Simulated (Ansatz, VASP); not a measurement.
This is a calculation of BaTiO3 for Ansatz 0.2.0.

Contents of input.yaml:

```yaml
crystal:
  lattice:
    - [2.7696490538, 1.5990576267, 2.2710660605]
    - [-2.7696490538, 1.5990576267, 2.2710660605]
    - [0.0, -3.1981152536, 2.2710660605]
  atoms:
    - { symbol: Ba, position: [0.0, 0.0, 0.0] }
    - { symbol: Ti, position: [0.4845, 0.4845, 0.4845] }
    - { symbol: O, position: [0.5086, 0.0175, 0.5086] }
    - { symbol: O, position: [0.0175, 0.5086, 0.5086] }
    - { symbol: O, position: [0.5086, 0.5086, 0.0175] }
kpoints:
  mp_grid: { grid: [7, 7, 7] }
scf:
  occupations: { method: fermi_dirac, width: 0.05 }
hamiltonian:
  xc: lda
  pseudopotentials: { kind: all_electron, lapw: { basis_error: 0.002 } }
output:
  forces: true
  stress: true
  eigenvalues: true
```

Potentials or basis: all-electron LAPW, scalar-relativistic.

Launch:

```bash
$ ansatz run input.yaml --threads 4 --pin off --max-ram 12288MiB --backend cpu --events-out ev --progress --plain --runs-dir out
```

Task: Translate it to VASP 6.6.1. Potentials there: VASP PAW LDA potentials, release 64 (Ba_sv, Ti_sv, O).

Result: As run (the cutoff follows the program's own potentials):

INCAR

```
SYSTEM = BaTiO3
  ALGO = Normal
  EDIFF = 1E-6
  ENCUT = 520
  GGA = CA
  ISIF = 2
  ISMEAR = -1
  LASPH = .TRUE.
  LCHARG = .FALSE.
  LREAL = .FALSE.
  LWAVE = .FALSE.
  NBANDS = 28
  NELM = 60
  PREC = Accurate
  SIGMA = 0.05
```

Contents of KPOINTS:

```
k-points
0
G
  7 7 7
  0 0 0
```

POSCAR

```
BaTiO3
1.0
    2.7696490538      1.5990576267      2.2710660605
   -2.7696490538      1.5990576267      2.2710660605
    0.0000000000     -3.1981152536      2.2710660605
Ba Ti O
1 1 3
Direct
    0.0000000000      0.0000000000      0.0000000000
    0.4845000000      0.4845000000      0.4845000000
    0.5086000000      0.0175000000      0.5086000000
    0.0175000000      0.5086000000      0.5086000000
    0.5086000000      0.5086000000      0.0175000000
```

Potentials or basis: VASP PAW LDA potentials, release 64 (Ba_sv, Ti_sv, O).

Run with:

```bash
$ cat potpaw_LDA.64/Ba_sv/POTCAR potpaw_LDA.64/Ti_sv/POTCAR potpaw_LDA.64/O/POTCAR > POTCAR
$ mpirun -np 1 vasp_std > vasp.out
```

Both were run:

|  | VASP | Ansatz | Ansatz less VASP |
| --- | --- | --- | --- |
| gap on the k mesh at the Fermi level (eV) | 2.51 | 2.57 | +0.064 |
| least direct gap on the mesh (eV) | 2.78 | 2.80 | +0.017 |
| pressure (GPa) | 8.2 | 5.6 | -2.63 |
| traceless stress, the component that is largest in VASP (GPa) | -0.64 | -0.56 | +0.084 |
| rms of the force components (eV/Å) | 0.320 | 0.278 | -0.0421 |

LDA's correlation is that of Perdew and Zunger in VASP and of Perdew and Wang (1992) in Ansatz. Atom by atom the forces differ by 0.045 eV/Å (rms over components). Ansatz ran all-electron here, and VASP with PAW potentials.

Spin-orbit coupling is off throughout.
